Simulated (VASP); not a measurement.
**AgCl: single point with PBE**

The system is AgCl.

```
CELL_PARAMETERS angstrom
0.00000 5.47000 5.47000
5.47000 0.00000 5.47000
2.73500 2.73500 0.00000
ATOMIC_POSITIONS crystal
Ag 0.99759 0.99645 0.01318
Ag 0.99316 0.49221 0.06468
Ag 0.49237 0.01098 0.99690
Ag 0.51516 0.50840 0.94933
Cl 0.22805 0.26935 0.44788
Cl 0.28639 0.72283 0.45474
Cl 0.73778 0.24632 0.55474
Cl 0.75301 0.73705 0.46934
```

```yaml
Program: VASP 6.6.1
Task: single point
Functional: PBE
Potentials_or_basis: VASP PAW PBE potentials, release 64 (Ag, Cl)
Cutoff: 400 eV
k_mesh: 2 × 2 × 2
Occupations: fermi-dirac, width 0.1 eV
Spin: no spin polarisation
Dipole_correction: no
Further_INCAR_settings: ALGO = Normal; EDIFF = 1e-06; NBANDS = 46
```

| Item | Value |
| --- | --- |
| Pressure | 6.9 GPa |
| Largest force | 1.584 eV/Å |
| Band gap on the k mesh | 0.81 eV (least direct gap 0.91 eV) |

Forces on the atoms (eV/Å):
```
Ag  -0.040  0.183  0.009
Ag  -0.692 -1.341  0.187
Ag  -0.144 -0.103 -0.132
Ag   0.276  0.210 -0.407
Cl  -0.054  1.571 -0.194
Cl   0.385 -0.743  0.103
Cl  -0.627  0.173 -0.299
Cl   0.896  0.051  0.733
```

Stress tensor (GPa, compression positive):
```
 8.34  0.61 -0.03
 0.61  8.90  0.14
-0.03  0.14  3.57
```

Levels at points of the mesh, in eV from the valence-band top:
```csv
k point,band 34,band 35,band 36,band 37,band 38,band 39
"(0.00, 0.00, 0.00)",-0.22,-0.14,-0.10,0.81,2.30,4.01
"(0.50, 0.00, 0.00)",-0.93,-0.65,-0.52,2.68,2.84,3.85
"(0.00, 0.50, 0.00)",-0.87,-0.66,-0.61,2.67,2.96,3.74
"(0.50, 0.50, 0.00)",-1.36,-0.36,-0.12,3.18,3.28,4.81
"(0.00, 0.00, 0.50)",-0.18,-0.16,0.00,2.30,2.33,3.98
"(0.50, 0.00, 0.50)",-1.09,-0.90,-0.76,3.46,3.74,4.09
"(0.00, 0.50, 0.50)",-1.06,-0.91,-0.82,3.47,3.80,3.98
"(0.50, 0.50, 0.50)",-1.32,-0.18,-0.04,3.90,3.99,4.88
```

Wall time 30 s on 1 thread of Intel(R) Xeon(R) 6975P-C (Granite Rapids), with other jobs on the host, peak memory 0.25 GiB.

Caveat: the k points lie up to 0.81 Å⁻¹ apart; forces of over 1 eV/Å act on the atoms, so gaps and moduli don't describe the material at rest. A k mesh can miss the band edges.
